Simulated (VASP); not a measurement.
Write the native input for VASP 6.6.1 that does the following.

| Quantity | Value |
| --- | --- |
| Task | single point |
| Functional | PBEsol |
| Potentials or basis | VASP PAW PBE potentials, release 64 (Ru_pv, F) |
| Cutoff | 520 eV |
| k mesh | 12 × 12 × 8 |
| Occupations | gaussian, width 0.05 eV |
| Spin | no spin polarisation |
| Dipole correction | no |
| Further INCAR settings | ALGO = Normal; EDIFF = 1e-07; NBANDS = 21 |

The structure of RuF2 lies in POSCAR:

```
RuF2
1.0
    3.2210955907      0.0000000000      0.0000000000
   -1.6105477953      2.7895506096      0.0000000000
    0.0000000000      0.0000000000      4.1296293322
Ru F
1 2
Direct
    0.0000000000      0.0000000000      0.0000000000
    0.3333333333      0.6666666667      0.2304186346
    0.6666666667      0.3333333333      0.7695813654
```

The input as run:

INCAR

```
SYSTEM = RuF2
PREC = Accurate ; ENCUT = 520
EDIFF = 1E-7 ; ISMEAR = 0
SIGMA = 0.05 ; LREAL = .FALSE.
LASPH = .TRUE. ; NELM = 100
ALGO = Normal ; ISIF = 2
LWAVE = .FALSE. ; LCHARG = .FALSE.
GGA = PS ; NBANDS = 21
```

KPOINTS

```
Automatic mesh
0
G
  12 12 8
  0 0 0
```

Potentials or basis: VASP PAW PBE potentials, release 64 (Ru_pv, F).

Launch:

```bash
$ cat potpaw_PBE.64/Ru_pv/POTCAR potpaw_PBE.64/F/POTCAR > POTCAR
$ mpirun -np 1 vasp_std > vasp.out
```

Results of the run:

```json
{
  "Pressure": "0.8 GPa",
  "Largest force": "0.031 eV/Å",
  "Band gap on the k mesh": "0.46 eV (least direct gap 0.87 eV)"
}
```

Caveat: semilocal functionals underestimate gaps, and a narrow one can read as zero; the PAW data sets were made with another functional, which shifts forces and pressure a little.

Run time: 81 s on 1 thread of Oxide Virtual Turin-like Processor (shared host), peak memory 0.18 GiB.
